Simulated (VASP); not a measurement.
The system is Sn2F.

```xyz
3
Lattice="4.6102 0.0000 0.0000 -2.3051 3.9926 0.0000 0.0000 0.0000 3.5303" Properties=species:S:1:pos:R:3 pbc="T T T"
Sn    0.0000    2.6617    0.8322
Sn    2.3051    1.3309    2.6982
F     0.0000    0.0000    0.0000
```

The cell was generated, and may not be a known phase.

```yaml
Program: VASP 6.6.1
Task: relaxation of cell and atoms
Functional: PBE
Potentials_or_basis: VASP PAW PBE potentials, release 64 (Sn_d, F)
Cutoff: 600 eV
k_mesh: 6 × 6 × 6
Occupations: gaussian, width 0.1 eV
Spin: no spin polarisation
```

At the start: pressure -0.1 GPa; volume 21.66 Å³/atom.

**Question.** Where does the relaxation end?

**Answer.** Over 9 steps the energy falls by 24.9 meV/atom and the volume is 21.29 Å³/atom (-1.7 %); space group P-3m1 (No. 164, to 0.1 Å) before and after.

The path:
| step | energy change (eV) | largest force (eV/Å) | pressure (GPa) | volume (Å³) |
| --- | --- | --- | --- | --- |
| 1 | 0.0000 | 0.0656 | -0.14 | 64.98 |
| 2 | -0.0349 | 0.0146 | -0.23 | 64.78 |
| 3 | -0.0711 | 0.0838 | -0.13 | 64.03 |
| 4 | -0.0731 | 0.0630 | -0.27 | 64.25 |
| 5 | -0.0734 | 0.0695 | -0.21 | 64.19 |
| 6 | -0.0734 | 0.0713 | -0.22 | 64.17 |
| 7 | -0.0741 | 0.0507 | 0.16 | 63.78 |
| 8 | -0.0741 | 0.0496 | 0.19 | 63.75 |
| 9 | -0.0747 | 0.0321 | 0.12 | 63.86 |

Final structure:
```xyz
3
Lattice="4.7479 0.0000 0.0000 -2.3739 4.1118 0.0000 0.0000 0.0000 3.2714" Properties=species:S:1:pos:R:3 pbc="T T T"
Sn    0.0000    2.7412    0.7694
Sn    2.3739    1.3706    2.5020
F     4.7479    0.0000    0.0000
```
